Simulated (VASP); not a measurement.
Crystal: Hf2S.

```
Hf S
1.0
     3.37427    0.00000    0.00000
    -1.68714    2.92221    0.00000
     0.00000    0.00000   11.71741
Hf S
4 2
Direct
  0.66667 0.33333 0.89981
  0.33333 0.66667 0.39981
  0.66667 0.33333 0.60019
  0.33333 0.66667 0.10019
  0.00000 0.00000 0.75000
  0.00000 0.00000 0.25000
```

Base run:

- Program: VASP 6.6.1
- Functional: PBEsol
- Potentials or basis: VASP PAW PBE potentials, release 64 (Hf_pv, S)
- Cutoff: 520 eV
- k mesh: 6 × 6 × 2
- Occupations: gaussian, width 0.1 eV
- Spin: no spin polarisation

Its results: band gap on the k mesh zero (band 26 reaches 6.72 eV, above the bottom of band 27 at 5.80 eV); pressure -3.4 GPa; largest force 0.240 eV/Å.

Problem. The run is repeated on the same cell with these changes: k mesh from 6 × 6 × 2 to 3 × 3 × 1. What comes out?

Solution. Band gap on the k mesh zero (band 26 reaches 6.71 eV, above the bottom of band 27 at 6.07 eV); pressure -3.0 GPa; largest force 0.917 eV/Å.

Caveats: some runs use coarse meshes; the PAW data sets were made with another functional, which shifts forces and pressure a little; spin-orbit coupling is left out, which moves the levels of the heavy elements.
